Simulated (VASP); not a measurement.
A run of VASP 6.6.1:

File INCAR:

```
SYSTEM = PbSe
ALGO = Normal
EDIFF = 1E-8
ENCUT = 400
GGA = PE
GGA_COMPAT = .False.
ISIF = 2
ISMEAR = -1
LASPH = .True.
LCHARG = .False.
LEFG = .True.
LREAL = .False.
LWAVE = .False.
NBANDS = 17
NELM = 120
PREC = Accurate
SIGMA = 0.02
```

Contents of KPOINTS:

```
k-points
0
Gamma
  7 7 7
  0 0 0
```

Contents of POSCAR:

```
PbSe
1.0
    0.0000000000      3.0621500000      3.0621500000
    3.0621500000      0.0000000000      3.0621500000
    3.0621500000      3.0621500000      0.0000000000
Pb Se
1 1
Direct
   -0.0326567934      0.0326567934      0.0326567934
    0.5000000000      0.5000000000      0.5000000000
```

Potentials or basis: VASP PAW PBE potentials, release 64 (Pb_d, Se).

Launch:

```console
$ cat potpaw_PBE.64/Pb_d/POTCAR potpaw_PBE.64/Se/POTCAR > POTCAR
$ mpirun -np 1 vasp_std > vasp.out
```

Hardware: 1 thread of AMD EPYC 7R13 (shared host).

Task: How long does it take, and how much memory?

Result: It took 56 s on 1 thread of AMD EPYC 7R13 (shared host), peak memory 0.14 GiB. Counts: scf iterations 15, k points 40.
